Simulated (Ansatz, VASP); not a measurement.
**NaH4: VASP beside Ansatz**

```
Na H
1.0
     2.05770   -3.42605    0.00000
     2.05770    3.42605    0.00000
     0.00000    0.00000    3.30883
Na H
1 4
Direct
  0.50000 0.50000 0.50000
  0.94479 0.05521 0.50000
  0.05521 0.94479 0.50000
  0.50000 0.00000 0.00000
  0.00000 0.50000 0.00000
```

Alike in both runs: functional PBE; k mesh 10 × 10 × 12; occupations gaussian, width 0.1 eV; no spin polarisation.

Ansatz relaxed the structure, and its values are those at the end. VASP's run is a single point on that final structure, the one shown.

|  | VASP | Ansatz |
| --- | --- | --- |
| version | VASP 6.6.1 | Ansatz 0.2.0 |
| potentials or method | VASP PAW PBE potentials, release 64 (Na_pv, H), cutoff 520 eV | scalar-relativistic, plane waves, PAW |
| valence electrons in the cell | 11 | 13 |

VASP gave:

```
gap on the k mesh at the Fermi level (eV) : none
pressure (GPa)                            : -0.1
rms of the force components (eV/Å)        : 0.004
```

Task: What did Ansatz give for the same quantities?

Result: gap on the k mesh at the Fermi level (eV): none; pressure (GPa): 0.0; rms of the force components (eV/Å): 0.000.

A gap of «none» marks a metal or a gap that the smearing closes. VASP's potentials hold 11 valence electrons a cell and Ansatz's 13, so a difference there can come from the potentials and not from the codes.
